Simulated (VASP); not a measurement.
Runs of VASP 6.6.1 on TiO2. The structure is that of space group P4_2/mnm (No. 136), or close to it. The cells are those of the table. 

```csv
cell,gap on the mesh (eV),pressure (GPa),largest force (eV/Å)
"a = 4.902, b = 4.902, c = 2.660 Å, 6 atoms",1.57,11.2,0.18
"a = 4.707, b = 4.707, c = 2.884 Å, 6 atoms",1.92,2.6,0.04
"a = 4.774, b = 4.774, c = 2.804 Å, 6 atoms",1.96,(c),0.07
"a = 4.498, b = 4.498, c = 3.158 Å, 6 atoms",(a),-2.1,0.02
"a = 4.369, b = 4.369, c = 3.347 Å, 6 atoms",(b),-2.3,0.07
```

Alike in all rows: task single point; level PBE; potentials or basis VASP PAW PBE potentials, release 64 (Ti_sv, O); no spin polarisation; k mesh 8 × 8 × 10; cutoff (eV) 520; smearing gaussian 0.05 eV.

Q: Estimate the missing entries.

A: (a) 1.76; (b) 1.90; (c) 5.2.

Caveats: the cell stands under pressure (at least some runs).

A k mesh can miss the band edges.
